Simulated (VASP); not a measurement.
Wanted: the native input for a VASP 6.6.1 run.

- Task: single point
- Functional: PBE
- Potentials or basis: VASP PAW PBE potentials, release 64 (Si, Ni)
- Cutoff: 520 eV
- k mesh: 14 × 14 × 14
- Occupations: gaussian, width 0.1 eV
- Spin: no spin polarisation
- Dipole correction: no
- Further INCAR settings: ALGO = Normal; EDIFF = 1e-06; NBANDS = 25

The structure of SiNi3 lies in POSCAR:

```
SiNi3
1.0
    3.3484779640      0.0000000000      0.0000000000
    0.0000000000      3.3484779640      0.0000000000
    0.0000000000      0.0000000000      3.3484779640
Si Ni
1 3
Direct
    0.0000000000      0.0000000000      0.0000000000
    0.0000000000      0.5000000000      0.5000000000
    0.5000000000      0.0000000000      0.5000000000
    0.5000000000      0.5000000000      0.0000000000
```

This cell differs from its parent crystal: equal strain along all axes, cell held: -4.5 %.

These files were run (other wordings do the same):

INCAR

```
SYSTEM = SiNi3
ALGO     = Normal         ! electronic algorithm
EDIFF    = 1E-6           ! SCF threshold, eV
ENCUT    = 520            ! plane-wave cutoff, eV
GGA      = PE             ! functional
ISIF     = 2              ! what is computed and relaxed
ISMEAR   = 0              ! smearing method
LASPH    = .TRUE.         ! aspherical terms in the spheres
LCHARG   = .FALSE.        ! write CHGCAR
LREAL    = .FALSE.        ! projectors in reciprocal space
LWAVE    = .FALSE.        ! write WAVECAR
NBANDS   = 25             ! bands
NELM     = 100            ! most SCF steps
PREC     = Accurate       ! precision mode
SIGMA    = 0.1            ! smearing width, eV
```

KPOINTS

```
k-points
0
G
  14 14 14
  0 0 0
```

Potentials or basis: VASP PAW PBE potentials, release 64 (Si, Ni).

Launch:

```bash
$ cat potpaw_PBE.64/Si/POTCAR potpaw_PBE.64/Ni/POTCAR > POTCAR
$ mpirun -np 1 vasp_std > vasp.out
```

Results of the run:

```yaml
Pressure: 40.6 GPa
Band_gap_on_the_k_mesh: zero (band 17 reaches 12.93 eV, above the bottom of band 18 at 12.63 eV)
```

Caveat: the cell differs from its parent crystal (equal strain along all axes, cell held: -4.5 %).

It took 48 s on 1 thread of Intel(R) Xeon(R) 6975P-C (Granite Rapids), with other jobs on the host, peak memory 0.23 GiB.
